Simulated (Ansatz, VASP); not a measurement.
# LiNbO in VASP and in Ansatz

```xyz
3
Lattice="3.5243 0.0000 0.0000 -1.7621 3.0521 0.0000 0.0000 0.0000 3.5140" Properties=species:S:1:pos:R:3 pbc="T T T"
Li    1.7621    1.0174    1.7570
Nb    0.0000    0.0000    0.0000
O     0.0000    2.0347    1.7570
```

Change from the starting cell: species swapped into the NdCuGe type (P-6m2, No. 187).

Alike in both runs: task relaxation of cell and atoms; functional PBE; k mesh 6 × 6 × 6; occupations gaussian, width 0.1 eV; collinear spin.

|  | VASP | Ansatz |
| --- | --- | --- |
| version | VASP 6.6.1 | Ansatz 0.2.0 |
| potentials or method | VASP PAW PBE potentials, release 64 (Li_sv, Nb_sv, O), cutoff 600 eV | scalar-relativistic, plane waves, PAW |
| valence electrons in the cell | 22 | 22 |

Ansatz gave:

- gap on the k mesh at the Fermi level, each at its own relaxed structure (eV): none
- net moment per atom (μB): 0.00
- relaxed volume (Å³/atom): 10.91
- relaxed cell length with the largest relative difference (Å): 4.251

Q: Which values does VASP return?

A: gap on the k mesh at the Fermi level, each at its own relaxed structure (eV): none; net moment per atom (μB): 0.00; relaxed volume (Å³/atom): 10.88; relaxed cell length with the largest relative difference (Å): 4.223.

A gap of «none» marks a metal or a gap that the smearing closes. Ansatz's warnings: no starting moments.

Noted on VASP's run: the cutoff is short for stress, so the pressure is rough.
